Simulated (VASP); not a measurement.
Wanted: the native input for a VASP 6.6.1 run.

- Task: single point
- Functional: PBE
- Potentials or basis: VASP PAW PBE potentials, release 64 (Si, Mo_sv)
- Cutoff: 520 eV
- k mesh: 6 × 6 × 4
- Occupations: fermi-dirac, width 0.02 eV
- Spin: no spin polarisation
- Dipole correction: no
- Further INCAR settings: ALGO = Normal; EDIFF = 1e-07; NBANDS = 43

The structure of Si2Mo lies in POSCAR:

```
Si2Mo
1.0
    4.5840216855      0.0000000000      0.0000000000
   -2.2920108427      3.9698792311      0.0000000000
    0.0000000000      0.0000000000      6.5770742344
Si Mo
6 3
Direct
    0.1638644045      0.8361355955      0.8333333333
    0.3277288090      0.1638644045      0.1666666667
    0.8361355955      0.6722711910      0.5000000000
    0.8361355955      0.1638644045      0.8333333333
    0.6722711910      0.8361355955      0.1666666667
    0.1638644045      0.3277288090      0.5000000000
    0.5000000000      0.0000000000      0.5000000000
    0.0000000000      0.5000000000      0.1666666667
    0.5000000000      0.5000000000      0.8333333333
```

These files were run (other wordings do the same):

INCAR

```
SYSTEM = Si2Mo
PREC = Accurate
ENCUT = 520
EDIFF = 1E-7
ISMEAR = -1
SIGMA = 0.02
LREAL = .FALSE.
LASPH = .TRUE.
NELM = 60
ALGO = Normal
ISIF = 2
LWAVE = .FALSE.
LCHARG = .TRUE.
GGA = PE
LELF = .TRUE.
LVHAR = .TRUE.
NBANDS = 43
```

KPOINTS

```
Automatic mesh
0
G
  6 6 4
  0 0 0
```

Potentials or basis: VASP PAW PBE potentials, release 64 (Si, Mo_sv).

Command:

```sh
$ cat potpaw_PBE.64/Si/POTCAR potpaw_PBE.64/Mo_sv/POTCAR > POTCAR
$ mpirun -np 1 vasp_std > vasp.out
```

Results of the run:

```yaml
Pressure: 3.9 GPa
Largest_force: 0.006 eV/Å
Band_gap_on_the_k_mesh: 0.05 eV, indirect (least direct gap 0.54 eV)
```

Wall time 90 s on 1 thread of Intel(R) Xeon(R) Platinum 8259CL CPU @ 2.50GHz (Skylake/Cascade Lake) (shared host), peak memory 0.28 GiB.
